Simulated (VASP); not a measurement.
The system is Ni.

```
Ni
1.0
     3.45000    1.72500    1.72500
     1.72500    3.45000    1.72500
     1.72500    1.72500    3.45000
Ni
2
Cartesian
  0.0000 0.0000 0.0000
  3.4500 3.4500 3.4500
```

Base run:

- Program: VASP 6.6.1
- Functional: PBE
- Potentials or basis: VASP PAW PBE potentials, release 64 (Ni)
- Cutoff: 520 eV
- k mesh: 13 × 13 × 13
- Occupations: fermi-dirac, width 0.05 eV
- Spin: collinear spin, ferromagnetic start
- Starting moments: [2.0, 2.0] μB

Its results: pressure 13.2 GPa; net moment 1.22 μB per cell; site moments Ni +0.62 μB.

Question: The run is repeated on the same cell with these changes: spin from collinear spin, ferromagnetic start to collinear spin, antiferromagnetic start; moments at the start from [2.0, 2.0] to [2.0, -2.0]. What comes out?

Answer: Pressure 12.4 GPa; net moment 0.00 μB per cell; site moments Ni +0.20, -0.20 μB.

Caveats: the cell stands under pressure.
